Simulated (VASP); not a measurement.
Wanted: the native input for a VASP 6.6.1 run.

| Item | Value |
| --- | --- |
| Task | relaxation of cell and atoms |
| Functional | PBE |
| Potentials or basis | VASP PAW PBE potentials, release 64 (Yb) |
| Cutoff | 600 eV |
| k mesh | 14 × 14 × 14 |
| Occupations | gaussian, width 0.1 eV |
| Spin | no spin polarisation |
| Dipole correction | no |
| Further INCAR settings | ALGO = Normal; EDIFF = 1e-06; IBRION = 2; EDIFFG = -0.005; NSW = 100; ISIF = 3 |

The structure of Yb lies in POSCAR:

```
Yb
1.0
    0.0000000000      2.6117895415      2.6117895415
    2.6117895415      0.0000000000      2.6117895415
    2.6117895415      2.6117895415      0.0000000000
Yb
1
Direct
    0.0000000000      0.0000000000      0.0000000000
```

The input as run:

INCAR

```
PREC     = Accurate       # precision mode
ENCUT    = 600            # plane-wave cutoff, eV
EDIFF    = 1E-6           # SCF threshold, eV
ISMEAR   = 0              # smearing method
SIGMA    = 0.1            # smearing width, eV
LREAL    = False          # projectors in reciprocal space
LASPH    = True           # aspherical terms in the spheres
NELM     = 60             # most SCF steps
ALGO     = Normal         # electronic algorithm
ISIF     = 3              # what is computed and relaxed
LWAVE    = False          # write WAVECAR
LCHARG   = False          # write CHGCAR
GGA      = PE             # functional
IBRION   = 2              # ionic algorithm
NSW      = 100            # ionic steps
EDIFFG   = -0.005         # ionic threshold
```

KPOINTS

```
Automatic mesh
0
Gamma
  14 14 14
```

Potentials or basis: VASP PAW PBE potentials, release 64 (Yb).

Command:

```sh
$ cat potpaw_PBE.64/Yb/POTCAR > POTCAR
$ mpirun -np 1 vasp_std > vasp.out
```

Results of the run:

| Property | Result |
| --- | --- |
| Relaxed volume | 36.02 Å³/atom |
| Relaxed cell | a = 3.707 Å, b = 3.707 Å, c = 3.707 Å, α = 60.00°, β = 60.00°, γ = 60.00° |
| Space group after relaxing (to 0.1 Å) | Fm-3m (No. 225) |
| Ionic steps | 36 |
| Pressure after relaxing | 0.0 GPa |

Run time: 24 min on 1 thread of Intel(R) Xeon(R) Platinum 8488C (Sapphire Rapids), with other jobs on the host, peak memory 0.27 GiB.
